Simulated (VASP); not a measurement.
# Ge (P6/mmm) in VASP: notebook, part 2 of 2

VASP 6.6.1. Earlier steps stand in the parts before.

### Step 4. Relaxation of cell and atoms, PBE, target pressure 390 GPa, at which the enthalpy is minimised

This run uses another cell than the first one, of 8.20 Å³/atom, 0.983 times its volume.

File INCAR:

```
SYSTEM = Ge
ALGO = Normal
EDIFF = 1E-6
EDIFFG = -0.005
ENCUT = 600
GGA = PE
IBRION = 2
ISIF = 3
ISMEAR = -1
LASPH = .True.
LCHARG = .False.
LREAL = .False.
LWAVE = .False.
NELM = 80
NSW = 60
PREC = Accurate
PSTRESS = 3900.0
SIGMA = 0.1
```

File KPOINTS:

```
k-points
0
Gamma
  20 20 19
  0 0 0
```

File POSCAR:

```
Ge
1.0
    2.1594970210      0.0000000000      0.0000000000
   -1.0797485105      1.8701792796      0.0000000000
    0.0000000000      0.0000000000      2.0299271997
Ge
1
Direct
    0.0000000000      0.0000000000      0.0000000000
```

Potentials or basis: VASP PAW PBE potentials, release 64 (Ge_d).

On the command line:

```console
cat potpaw_PBE.64/Ge_d/POTCAR > POTCAR
mpirun -np 1 vasp_std > vasp.out
```

OUTCAR:

```text
SYSTEM = Ge
   EDIFF = 1E-6
   EDIFFG = -0.005
   ENCUT = 600
   GGA = PE
   IBRION = 2
   ISIF = 3
   ISMEAR = -1
   LASPH = .True.
   LREAL = .False.
   NELM = 80
   NSW = 60
   PREC = Accurate
   PSTRESS = 3900.0

 ion  position               nearest neighbor table
   1  0.000  0.000  0.000-

  LATTYP: Found a hexagonal cell.
 ALAT       =     2.1594970210
 C/A-ratio  =     0.9400000000

  Lattice vectors:

 A1 = (   2.1594970210,   0.0000000000,   0.0000000000)
 A2 = (  -1.0797485105,   1.8701792796,   0.0000000000)
 A3 = (   0.0000000000,   0.0000000000,   2.0299271997)

Analysis of symmetry for initial positions (statically):
=====================================================================
 Subroutine PRICEL returns:
 Original cell was already a primitive cell.

 Routine SETGRP: Setting up the symmetry group for a
 hexagonal supercell.

 Subroutine GETGRP returns: Found 24 space group operations
 (whereof 24 operations were pure point group operations)
 out of a pool of 24 trial point group operations.

The static configuration has the point symmetry D_6h.

[... 264 lines left out ...]
  energy  without entropy=        1.8025192553  energy(sigma->0) =        1.79953214

  enthalpy is  TOTEN    =        22.1733973679 eV   P V=       20.3768523362

[... ionic steps 4 to 8 ...]

--------------------------------------- Ionic step        9  -------------------------------------------

 number of electron      13.9999996 magnetization

------------------------ aborting loop because EDIFF is reached ----------------------------------------
[... 69 lines left out ...]
--------------------------------------- Ionic step       11  -------------------------------------------

 number of electron      13.9999996 magnetization

 Free energy of the ion-electron system (eV)
  ---------------------------------------------------
  ext. energy  EPLUGINS =         0.00000000
  ---------------------------------------------------
  free energy    TOTEN  =         1.83104668 eV

  energy without entropy =        1.83704416  energy(sigma->0) =        1.83404542

 E-fermi :  20.3862     XC(G=0): -16.0615

 val. band max:       20.3681544603   @ k =   0.3500   0.2000   0.2632
 cond. band min:      20.4013818426   @ k =   0.0500   0.0000   0.2105
 fundamental gap:      0.0332273823
 Fermi energy:        20.3861878309

 k-point     1 :       0.0000    0.0000    0.0000
  band No.  band energies     occupation
      1      -8.0231      2.00000
      2      -7.0533      2.00000
      3      -7.0533      2.00000
      4      -6.0035      2.00000
      5      -6.0035      2.00000
      6      -3.5034      2.00000
      7      31.5285      0.00000
      8      35.2235      0.00000
      9      37.4577      0.00000
     10      37.4577      0.00000
     11      37.8375      0.00000
[... 309 lines left out ...]
 k-point    24 :       0.2500    0.1000    0.0000
  band No.  band energies     occupation
      1      -7.7354      2.00000
      2      -7.3229      2.00000
      3      -6.4280      2.00000
      4      -6.3385      2.00000
      5      -6.0972      2.00000
      6       0.9800      2.00000
      7      18.9676      2.00000
      8      25.0186      0.00000
      9      36.4386      0.00000
     10      37.0280      0.00000
     11      40.2476      0.00000

 [... further k-points ...]
[... 5 lines left out ...]
  --------------------------------------------------------------------------------------
  -------------------------------------------------------------------------------------
  Total       20.3378637     20.3378637     20.3437976      0.0000000      0.0000000      0.0000000
  in kB     3899.1702347   3899.1702348   3900.3078922      0.0000000      0.0000000      0.0000000
  external PRESSURE =      -0.4505461 kB  Pullay stress =    3900.0000000 kB
[... 20 lines left out ...]
  energy  without entropy=        1.8370441602  energy(sigma->0) =        1.83404542

  enthalpy is  TOTEN    =        22.1732383780 eV   P V=       20.3421916948

 reached required accuracy - stopping structural energy minimisation
```

Run time: 2.4 min. Hardware: 1 thread of Intel Xeon 6975P-C (Granite Rapids), shared host; peak memory 0.17 GiB.

Results:

| Item | Value |
| --- | --- |
| Free energy | 1.8310 eV |
| Relaxed volume | 8.36 Å³/atom |
| Relaxed cell | a = 2.175 Å, b = 2.175 Å, c = 2.041 Å, α = 90.00°, β = 90.00°, γ = 120.00° |
| Space group after relaxing (to 0.05 Å) | P6/mmm (No. 191) |
| Energy change on relaxing (the enthalpy is what falls) | -399.3 meV/atom |
| Ionic steps | 11 |
| Pressure after relaxing | 390.0 GPa |
| Band gap on the k mesh | zero (band 7 reaches 31.92 eV, above the bottom of band 8 at 13.41 eV) |

Step by step:
```csv
step,energy change (eV),largest force (eV/Å),pressure (GPa),volume (Å³)
1,0.0000,0.0000,416.37,8.20
2,-3.1980,0.0000,210.47,9.91
3,-0.4338,0.0000,386.97,8.37
4,-0.3903,0.0000,390.17,8.35
5,-0.3979,0.0000,390.04,8.36
6,-0.4056,0.0000,389.53,8.36
7,-0.4045,0.0000,389.58,8.36
8,-0.4055,0.0000,389.42,8.36
9,-0.3434,0.0000,393.27,8.33
10,-0.3975,0.0000,390.17,8.36
11,-0.3993,0.0000,389.95,8.36
```

Final structure:
```xyz
1
Lattice="2.1746 0.0000 0.0000 -1.0873 1.8833 0.0000 0.0000 0.0000 2.0406" Properties=species:S:1:pos:R:3 pbc="T T T"
Ge    0.0000    0.0000    0.0000
```

Levels at points of the mesh, in eV from the Fermi level:
```csv
k point,band 3,band 4,band 5,band 6,band 7,band 8,band 9,band 10,band 11
"(0.00, 0.00, 0.00)",-27.44,-26.39,-26.39,-23.89,11.14,14.84,17.07,17.07,17.45
"(0.50, 0.00, 0.00)",-26.89,-26.50,-26.37,-13.47,-11.19,6.61,11.83,21.28,21.73
```

Caveat: the cell is relaxed towards a set pressure, so the enthalpy falls and the energy may rise.

### Step 5. Relaxation of cell and atoms, PBE, target pressure 390 GPa, at which the enthalpy is minimised

File INCAR:

```
PREC = Accurate
ENCUT = 600
EDIFF = 1E-6
ISMEAR = -1
SIGMA = 0.1
LREAL = F
LASPH = T
NELM = 60
ALGO = Normal
ISIF = 3
LWAVE = F
LCHARG = F
GGA = PE
IBRION = 2
NSW = 32
EDIFFG = -0.005
PSTRESS = 3900.0
```

File KPOINTS:

```
regular mesh
0
Gamma
  20 20 19
```

File POSCAR:

```
Ge
1.0
    2.1734697745      0.0000000000      0.0000000000
   -1.0867348872      1.8822800391      0.0000000000
    0.0000000000      0.0000000000      2.0379539556
Ge
1
Direct
    0.0000000000      0.0000000000      0.0000000000
```

On the command line:

```console
cat potpaw_PBE.64/Ge_d/POTCAR > POTCAR
mpirun -np 1 vasp_std > vasp.out
```

Run time: 3 min. Hardware: 1 thread of Intel Xeon 6975P-C (Granite Rapids), shared host; peak memory 0.17 GiB.

Results (log left out):

| Item | Value |
| --- | --- |
| Free energy | 1.8347 eV |
| Relaxed volume | 8.36 Å³/atom |
| Relaxed cell | a = 2.174 Å, b = 2.174 Å, c = 2.041 Å, α = 90.00°, β = 90.00°, γ = 120.00° |
| Space group after relaxing (to 0.05 Å) | P6/mmm (No. 191) |
| Energy change on relaxing (the enthalpy is what falls) | -43.8 meV/atom |
| Ionic steps | 15 |
| Pressure after relaxing | 390.0 GPa |
| Band gap on the k mesh | zero (band 7 reaches 31.92 eV, above the bottom of band 8 at 13.42 eV) |

Stress tensor (GPa, compression positive):
```
390.01   0.00   0.00
  0.00 390.01   0.00
  0.00   0.00 389.94
```

The path:
```tsv
step	energy change (eV)	largest force (eV/Å)	pressure (GPa)	volume (Å³)
1	0.0000	0.0000	392.81	8.34
2	-0.4196	0.0000	364.90	8.52
3	-0.0449	0.0000	389.93	8.36
4	-0.0458	0.0000	389.98	8.36
5	-0.2354	0.0000	377.64	8.44
6	-0.0469	0.0000	389.58	8.36
7	0.0061	0.0000	392.92	8.33
8	-0.0414	0.0000	390.28	8.35
9	-0.0426	0.0000	390.21	8.35
10	-0.0447	0.0000	389.67	8.36
11	-0.0430	0.0000	390.03	8.36
12	-0.0428	0.0000	390.22	8.35
13	-0.0429	0.0000	390.14	8.35
14	-0.0469	0.0000	389.93	8.36
15	-0.0438	0.0000	389.99	8.36
```

Final structure:
```
CELL_PARAMETERS angstrom
2.17443 0.00000 0.00000
-1.08722 1.88311 0.00000
0.00000 0.00000 2.04052
ATOMIC_POSITIONS crystal
Ge 0.00000 0.00000 0.00000
```

Levels at points of the mesh, in eV from the Fermi level:
```csv
k point,band 5,band 6,band 7,band 8,band 9,band 10
"(0.00, 0.00, 0.00)",-26.39,-23.89,11.14,14.84,17.08,17.08
"(0.50, 0.00, 0.00)",-26.37,-13.47,-11.19,6.61,11.83,21.28
```

Caveat: the cell is relaxed towards a set pressure, so the enthalpy falls and the energy may rise.

### Step 6. Overview

```tsv
task	cell	cutoff (eV)	gap on the mesh (eV)	pressure (GPa)
single point	a = 2.173, b = 2.173, c = 2.038 Å, angles 90.0, 90.0, 120.0°, 1 atom	520	none	392.9
single point	a = 2.173, b = 2.173, c = 2.037 Å, angles 90.0, 90.0, 120.0°, 1 atom	520	none	393.6
relaxation of cell and atoms	relaxed to 390 GPa from a = 2.159, b = 2.159, c = 2.030 Å, angles 90.0, 90.0, 120.0°, 1 atom	600	none	390.0
relaxation of cell and atoms	relaxed to 390 GPa from a = 2.173, b = 2.173, c = 2.038 Å, angles 90.0, 90.0, 120.0°, 1 atom	600	none	390.0
```

Alike in all rows: level PBE; potentials or basis VASP PAW PBE potentials, release 64 (Ge_d); no spin polarisation; k mesh 20 × 20 × 19; smearing fermi-dirac 0.1 eV.

Caveats: the cell is relaxed towards a set pressure, so the enthalpy falls and the energy may rise (some runs).

Absolute energies hang on the potentials; compare differences alone.
